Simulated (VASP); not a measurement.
## TaN: single point with PBE

TaN:

```
Ta N
1.0
     3.05000    0.00000    0.00000
    -1.52500    2.64138    0.00000
     0.00000    0.00000    4.94000
Ta N
2 2
Cartesian
  0.0000 1.7609 0.0000
  1.5250 0.8805 2.4700
  0.0000 1.7609 1.9019
  1.5250 0.8805 4.3719
```

```yaml
Program: VASP 6.6.1
Task: single point
Functional: PBE
Potentials_or_basis: VASP PAW PBE potentials, release 64 (Ta_pv, N)
Cutoff: 520 eV
k_mesh: 15 × 15 × 8
Occupations: methfessel-paxton, width 0.5 eV
Spin: no spin polarisation
```

```
Pressure               : 140.2 GPa
Largest force          : 2.399 eV/Å
Band gap on the k mesh : zero (band 16 reaches 11.00 eV, above the bottom of band 17 at 8.14 eV)
```

Forces on the atoms (eV/Å):
```
Ta   0.000  0.000  2.399
Ta   0.000  0.000  2.399
N    0.000  0.000 -2.399
N    0.000  0.000 -2.399
```

Stress tensor (GPa, compression positive):
```
148.83   0.00   0.00
  0.00 148.83   0.00
  0.00   0.00 122.84
```

Levels at points of the mesh, in eV from the Fermi level:
```tsv
k point	band 14	band 15	band 16	band 17	band 18	band 19
(0.00, 0.00, 0.00)	-7.57	-0.83	-0.83	-0.36	2.14	2.66
(0.00, 0.00, 0.50)	-8.48	1.20	1.20	1.20	1.20	1.86
```

Run time: 35 s on 1 thread of Intel(R) Xeon(R) 6975P-C (Granite Rapids) (shared host), peak memory 0.24 GiB.

Caveat: spin-orbit coupling is left out, which moves the levels of the heavy elements; forces of over 1 eV/Å act on the atoms, so gaps and moduli don't describe the material at rest.
